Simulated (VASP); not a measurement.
Wanted: the native input for a VASP 6.6.1 run.

```yaml
Task: single point
Functional: PBE
Potentials_or_basis: VASP PAW PBE potentials, release 64 (As, Pt)
Cutoff: 520 eV
k_mesh: 12 × 12 × 12
Occupations: gaussian, width 0.1 eV
Spin: no spin polarisation
Dipole_correction: no
Further_INCAR_settings: ALGO = Normal; EDIFF = 1e-07; NBANDS = 23
```

The structure of AsPt lies in POSCAR:

```
AsPt
1.0
    0.0000000000      3.2411400221      3.2411400221
    3.2411400221      0.0000000000      3.2411400221
    3.2411400221      3.2411400221      0.0000000000
As Pt
2 2
Direct
    0.5000000000      0.5000000000      0.5000000000
    0.7500000000      0.7500000000      0.7500000000
    0.0000000000      0.0000000000      0.0000000000
    0.2500000000      0.2500000000      0.2500000000
```

One way to write it, as run:

INCAR

```
SYSTEM = AsPt
ALGO     = Normal         ! electronic algorithm
EDIFF    = 1E-7           ! SCF threshold, eV
ENCUT    = 520            ! plane-wave cutoff, eV
GGA      = PE             ! functional
ISIF     = 2              ! what is computed and relaxed
ISMEAR   = 0              ! smearing method
LASPH    = .True.         ! aspherical terms in the spheres
LCHARG   = .False.        ! write CHGCAR
LREAL    = .False.        ! projectors in reciprocal space
LWAVE    = .False.        ! write WAVECAR
NBANDS   = 23             ! bands
NELM     = 60             ! most SCF steps
PREC     = Accurate       ! precision mode
SIGMA    = 0.1            ! smearing width, eV
```

KPOINTS

```
k-points
0
Gamma
  12 12 12
  0 0 0
```

Potentials or basis: VASP PAW PBE potentials, release 64 (As, Pt).

The run is started by

```console
$ cat potpaw_PBE.64/As/POTCAR potpaw_PBE.64/Pt/POTCAR > POTCAR
$ mpirun -np 1 vasp_std > vasp.out
```

Results of the run:

```
Pressure               : -0.1 GPa
Band gap on the k mesh : zero (bands 15 and 16 overlap by 1.51 eV)
```

Caveat: spin-orbit coupling is left out, which moves the levels of the heavy elements.

Run time: 82 s on 1 thread of Intel(R) Xeon(R) Platinum 8488C (Sapphire Rapids), with other jobs on the host, peak memory 0.26 GiB.
